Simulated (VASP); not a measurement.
# SiC (P6_3mc) in VASP: further runs, part 2 of 3

VASP 6.6.1. Earlier steps stand in the parts before.

### Step 4. Single point, LDA

This run uses another cell than the first one, of 10.31 Å³/atom.

INCAR

```
SYSTEM = SiC
ALGO = Normal
EDIFF = 1E-6
ENCUT = 520
GGA = CA
ISIF = 2
ISMEAR = 0
LASPH = .True.
LCHARG = .False.
LREAL = .False.
LWAVE = .False.
NBANDS = 36
NELM = 100
PREC = Accurate
SIGMA = 0.1
```

KPOINTS

```
k-points
0
Gamma
  6 6 2
  0 0 0
```

POSCAR

```
SiC
1.0
    3.0766210100      0.0000000000      0.0000000000
   -1.5383105100      2.6644319500      0.0000000000
    0.0000000000      0.0000000000     15.0980843200
Si C
6 6
Direct
    0.3333333300      0.6666666700      0.8329861500
    0.6666666700      0.3333333300      0.3329861500
    0.6666666700      0.3333333300      0.6665006000
    0.3333333300      0.6666666700      0.1665006000
    0.0000000000      0.0000000000      0.4997294200
    0.0000000000      0.0000000000      0.9997294200
    0.0000000000      0.0000000000      0.8743664100
    0.0000000000      0.0000000000      0.3743664100
    0.3333333300      0.6666666700      0.7079967800
    0.6666666700      0.3333333300      0.2079967800
    0.6666666700      0.3333333300      0.5415216400
    0.3333333300      0.6666666700      0.0415216400
```

Potentials or basis: VASP PAW LDA potentials, release 64 (Si, C).

Started as:

```sh
$ cat potpaw_LDA.64/Si/POTCAR potpaw_LDA.64/C/POTCAR > POTCAR
$ mpirun -np 1 vasp_std > vasp.out
```

OUTCAR:

```text
SYSTEM = SiC
   EDIFF = 1E-6
   ENCUT = 520
   GGA = CA
   ISIF = 2
   ISMEAR = 0
   LASPH = .True.
   LREAL = .False.
   NELM = 100
   PREC = Accurate

 ion  position               nearest neighbor table
   1  0.333  0.667  0.833-   7 1.88   7 1.88   7 1.88   9 1.89   3 3.08   3 3.08   3 3.08   6 3.08
                             6 3.08   6 3.08
   2  0.667  0.333  0.333-   8 1.88   8 1.88   8 1.88  10 1.89   4 3.08   4 3.08   4 3.08   5 3.08
                             5 3.08   5 3.08
   3  0.667  0.333  0.667-   9 1.88   9 1.88   9 1.88  11 1.89   1 3.08   1 3.08   1 3.08   5 3.08
                             5 3.08   5 3.08
   4  0.333  0.667  0.167-  10 1.88  10 1.88  10 1.88  12 1.89   2 3.08   2 3.08   2 3.08   6 3.08
                             6 3.08   6 3.08
   5  0.000  0.000  0.500-  11 1.89  11 1.89  11 1.89   8 1.89   2 3.08   2 3.08   2 3.08   3 3.08
                             3 3.08   3 3.08
   6  0.000  0.000  1.000-  12 1.89  12 1.89  12 1.89   7 1.89   1 3.08   1 3.08   1 3.08   4 3.08
                             4 3.08   4 3.08
   7  0.000  0.000  0.874-   1 1.88   1 1.88   1 1.88   6 1.89
   8  0.000  0.000  0.374-   2 1.88   2 1.88   2 1.88   5 1.89
   9  0.333  0.667  0.708-   3 1.88   3 1.88   3 1.88   1 1.89
  10  0.667  0.333  0.208-   4 1.88   4 1.88   4 1.88   2 1.89
  11  0.667  0.333  0.542-   5 1.89   5 1.89   5 1.89   3 1.89
  12  0.333  0.667  0.042-   6 1.89   6 1.89   6 1.89   4 1.89

  LATTYP: Found a hexagonal cell.
 ALAT       =     3.0766210100
 C/A-ratio  =     4.9073591680

  Lattice vectors:

 A1 = (   3.0766210100,   0.0000000000,   0.0000000000)
 A2 = (  -1.5383105100,   2.6644319500,   0.0000000000)
 A3 = (   0.0000000000,   0.0000000000,  15.0980843200)

Analysis of symmetry for initial positions (statically):
=====================================================================
 Subroutine PRICEL returns:
 Original cell was already a primitive cell.

 Routine SETGRP: Setting up the symmetry group for a
 hexagonal supercell.

 Subroutine GETGRP returns: Found 12 space group operations
 (whereof  6 operations were pure point group operations)
 out of a pool of 24 trial point group operations.

The static configuration has the point symmetry C_3v.
 The point group associated with its full space group is C_6v.

Analysis of symmetry for dynamics (positions and initial velocities):
=====================================================================
 Subroutine PRICEL returns:
 Original cell was already a primitive cell.

 Routine SETGRP: Setting up the symmetry group for a
 hexagonal supercell.

 Subroutine GETGRP returns: Found 12 space group operations
 (whereof  6 operations were pure point group operations)
 out of a pool of 24 trial point group operations.

The dynamic configuration has the point symmetry C_3v.
 The point group associated with its full space group is C_6v.

 Subroutine INISYM returns: Found 12 space group operations
 (whereof  6 operations are pure point group operations),
 and found     1 'primitive' translations

----------------------------------------------------------------------------------------

                                     Primitive cell

  volume of cell :     123.7658

  direct lattice vectors                    reciprocal lattice vectors
     3.076621010  0.000000000  0.000000000     0.325031909  0.187657261  0.000000000
    -1.538310510  2.664431950  0.000000000     0.000000000  0.375314521  0.000000000
[... 82 lines left out ...]
   NGX,Y,Z   is equivalent  to a cutoff of  12.97, 12.97, 12.33 a.u.
   NGXF,Y,Z  is equivalent  to a cutoff of  25.94, 25.94, 24.66 a.u.
 SYSTEM =  SiC
   PREC   = accura    normal or accurate (medium, high low for compatibility)
   ISTART =      0    job   : 0-new  1-cont  2-samecut
   ICHARG =      2    charge: 1-file 2-atom 10-const
   ISPIN  =      1    spin polarized calculation?
   LNONCOLLINEAR =      F non collinear calculations
   LSORBIT =      F    spin-orbit coupling
   LASPH  =      T    aspherical Exc in radial PAW
   ENCUT  =  520.0 eV  38.22 Ry    6.18 a.u.   5.72  5.72 28.07*2*pi/ulx,y,z
   NELM   =    100;   NELMIN=  2; NELMDL= -5     # of ELM steps
   EDIFF  = 0.1E-05   stopping-criterion for ELM
   LREAL  =      F    real-space projection
   EDIFFG = 0.1E-04   stopping-criterion for IOM
   NSW    =      0    number of steps for IOM
   IBRION =     -1    ionic relax: 0-MD 1-quasi-New 2-CG
   NFREE  =      0    steps in history (QN), initial steepest desc. (CG)
   ISIF   =      2    stress and relaxation
   ISYM   =      2    0-nonsym 1-usesym 2-fastsym
   POTIM  = 0.5000    time-step for ionic-motion
   TEBEG  =    0.0;   TEEND  =   0.0 temperature during run
   PSTRESS=    0.0 pullay stress
   NELECT =      48.0000    total number of electrons
   NUPDOWN=      -1.0000    fix difference up-down
   EMIN   =  10.00;   EMAX   =-10.00  energy-range for DOS
   EFERMI =   0.00;   METHOD = LEGACY
   ISMEAR =     0;   SIGMA  =   0.10  broadening in eV -4-tet -1-fermi 0-gaus
   EFERMI_NEDOS =   21; number of points for ismear=-14 and -15
   IALGO  =     38    algorithm
   IMIX   =      4    mixing-type and parameters
     AMIX     =   0.40;   BMIX     =  1.00
     AMIX_MAG =   1.60;   BMIX_MAG =  1.00
  volume/ion in A,a.u.               =      10.31        69.60
  Fermi-wavevector in a.u.,A,eV,Ry     =   1.193865  2.256077 19.392557  1.425313
  Thomas-Fermi vector in A             =   2.329869
   LORBIT       =      0    0 simple, 1 ext, 2 COOP (PROOUT), +10 PAW based schemes
   GGA     = CA    functional components
   LHFCALC =     F    Hartree Fock is set to
   AEXX    =    0.0000 exact exchange contribution
   IVDW    =     0    specifies the selected vdW correction
   LEPSILON=     F    determine dielectric tensor
   LRPA    =     F    only Hartree local field effects (RPA)
 non-spin polarized calculation
 Gauss-broadening in eV      SIGMA  =   0.10
  energy-cutoff  :      520.00
  volume of cell :      123.77
 maximum number of plane-waves:      3356
 NGX is ok and might be reduce to    24
   NGX = 11   NGY = 11   NGZ = 57

 number of electron      47.9999998 magnetization

 Free energy of the ion-electron system (eV)
  ---------------------------------------------------
  ext. energy  EPLUGINS =         0.00000000
  ---------------------------------------------------
  free energy    TOTEN  =       -99.81659042 eV

  energy without entropy =      -99.81659042  energy(sigma->0) =      -99.81659042

 E-fermi :   8.5727     XC(G=0): -11.5672

 val. band max:        8.1464601798   @ k =   0.0000   0.0000   0.0000
 cond. band min:      10.1119704376   @ k =   0.5000   0.0000   0.0000
 fundamental gap:      1.9655102578
 Fermi energy:         8.5727314469

 k-point     1 :       0.0000    0.0000    0.0000
  band No.  band energies     occupation
      1      -7.2480      2.00000
      2      -6.7229      2.00000
      3      -6.6880      2.00000
      4      -5.1778      2.00000
      5      -5.1501      2.00000
      6      -3.6183      2.00000
[... 535 lines left out ...]
     35      17.3522      0.00000
     36      17.3522      0.00000

------------------------ aborting loop because EDIFF is reached ----------------------------------------

  FORCE on cell =-STRESS in cart. coord.  units (eV):
  Direction    XX          YY          ZZ          XY          YZ          ZX
  --------------------------------------------------------------------------------------
  -------------------------------------------------------------------------------------
  Total       -2.5801481     -2.5801481     -2.7245777      0.0000000      0.0000000      0.0000000
  in kB      -33.4006357    -33.4006356    -35.2703113      0.0000001      0.0000000      0.0000000
  external PRESSURE =     -34.0238608 kB  Pullay stress =       0.0000000 kB

 VOLUME and BASIS-vectors are now :
 -----------------------------------------------------------------------------
  energy-cutoff  :      520.00
  volume of cell :      123.77
      direct lattice vectors                 reciprocal lattice vectors
     3.076621010  0.000000000  0.000000000     0.325031909  0.187657261  0.000000000
    -1.538310510  2.664431950  0.000000000     0.000000000  0.375314521  0.000000000
     0.000000000  0.000000000 15.098084320     0.000000000  0.000000000  0.066233568

 POSITION                                       TOTAL-FORCE (eV/Angst)
 -----------------------------------------------------------------------------------
     -0.00000      1.77629     12.57650        -0.000000      0.000000      0.002097
      1.53831      0.88814      5.02745        -0.000000     -0.000000      0.002097
      1.53831      0.88814     10.06288         0.000000     -0.000000      0.003683
     -0.00000      1.77629      2.51384        -0.000000     -0.000000      0.003683
      0.00000      0.00000      7.54496        -0.000000      0.000000      0.007649
      0.00000      0.00000     15.09400         0.000000      0.000000      0.007649
      0.00000      0.00000     13.20126        -0.000000      0.000000     -0.005440
      0.00000      0.00000      5.65222         0.000000     -0.000000     -0.005440
     -0.00000      1.77629     10.68940         0.000000     -0.000000     -0.001789
      1.53831      0.88814      3.14035        -0.000000     -0.000000     -0.001789
      1.53831      0.88814      8.17594         0.000000     -0.000000     -0.006200
     -0.00000      1.77629      0.62690        -0.000000     -0.000000     -0.006200
 -----------------------------------------------------------------------------------
    total drift:                               -0.000000     -0.000000      0.000377

  FREE ENERGIE OF THE ION-ELECTRON SYSTEM (eV)
  ---------------------------------------------------
  free  energy   TOTEN  =       -99.8165904210 eV

  energy  without entropy=      -99.8165904210  energy(sigma->0) =      -99.81659042
```

Run time: 69 s. Hardware: 1 thread of Intel Xeon 8259CL, shared host; peak memory 0.21 GiB.

What came out:

```
Free energy            : -99.8166 eV
Pressure               : -3.4 GPa
Largest force          : 0.008 eV/Å
Band gap on the k mesh : 1.97 eV (least direct gap 3.07 eV)
```

Forces in eV/Å, atoms in the order of the input:
```
Si   0.000  0.000  0.002
Si   0.000  0.000  0.002
Si   0.000  0.000  0.004
Si   0.000  0.000  0.004
Si   0.000  0.000  0.008
Si   0.000  0.000  0.008
C    0.000  0.000 -0.005
C    0.000  0.000 -0.005
C    0.000  0.000 -0.002
C    0.000  0.000 -0.002
C    0.000  0.000 -0.006
C    0.000  0.000 -0.006
```

Caveat: the cell stands under tension. A k mesh can miss the band edges.

### Step 5. Single point, LDA

INCAR

```
  PREC = Accurate
  ENCUT = 520
  EDIFF = 1E-7
  ISMEAR = 0
  SIGMA = 0.02
  LREAL = False
  LASPH = True
  NELM = 60
  ALGO = Normal
  ISIF = 2
  LWAVE = False
  LCHARG = False
  NBANDS = 36
```

KPOINTS

```
regular mesh
0
Gamma
  12 12 2
```

POSCAR

```
SiC
1.0
    3.0592956230      0.0000000029      0.0000000000
   -1.5296478140      2.6494277257      0.0000000000
    0.0000000000      0.0000000000     15.0117117899
Si C
6 6
Direct
    0.3333333333      0.6666666667      0.8329904609
    0.6666666667      0.3333333333      0.3329904609
    0.6666666667      0.3333333333      0.6665017718
    0.3333333333      0.6666666667      0.1665017718
    0.0000000000      0.0000000000      0.4997210962
    0.0000000000      0.0000000000      0.9997210962
    0.0000000000      0.0000000000      0.8743700255
    0.0000000000      0.0000000000      0.3743700255
    0.3333333333      0.6666666667      0.7080047637
    0.6666666667      0.3333333333      0.2080047637
    0.6666666667      0.3333333333      0.5415128819
    0.3333333333      0.6666666667      0.0415128819
```

Started as:

```sh
$ cat potpaw_LDA.64/Si/POTCAR potpaw_LDA.64/C/POTCAR > POTCAR
$ mpirun -np 1 vasp_std > vasp.out
```

Wall time 4.1 min (1 thread of Intel Xeon 8259CL, shared host); peak memory 0.26 GiB.

The run converged. Its results:

```yaml
Free_energy: -99.8691 eV
Pressure: 0.4 GPa
Band_gap_on_the_k_mesh: 1.97 eV (least direct gap 3.07 eV)
```

Levels at points of the mesh, in eV from the valence-band top:
| k point | band 20 | band 21 | band 22 | band 23 | band 24 | band 25 | band 26 | band 27 | band 28 | band 29 |
| --- | --- | --- | --- | --- | --- | --- | --- | --- | --- | --- |
| (0.00, 0.00, 0.00) | -0.30 | -0.30 | -0.04 | 0.00 | 0.00 | 5.31 | 5.48 | 5.90 | 6.41 | 6.58 |
| (0.50, 0.00, 0.00) | -2.28 | -1.83 | -1.80 | -1.69 | -1.11 | 1.97 | 2.16 | 3.16 | 3.86 | 4.54 |
| (0.00, 0.00, 0.50) | -0.64 | -0.10 | -0.10 | -0.10 | -0.10 | 5.38 | 5.38 | 6.12 | 6.12 | 6.90 |
| (0.50, 0.00, 0.50) | -2.38 | -1.73 | -1.73 | -1.32 | -1.32 | 2.01 | 2.01 | 3.38 | 3.38 | 4.82 |

[end of part 2 of 3]
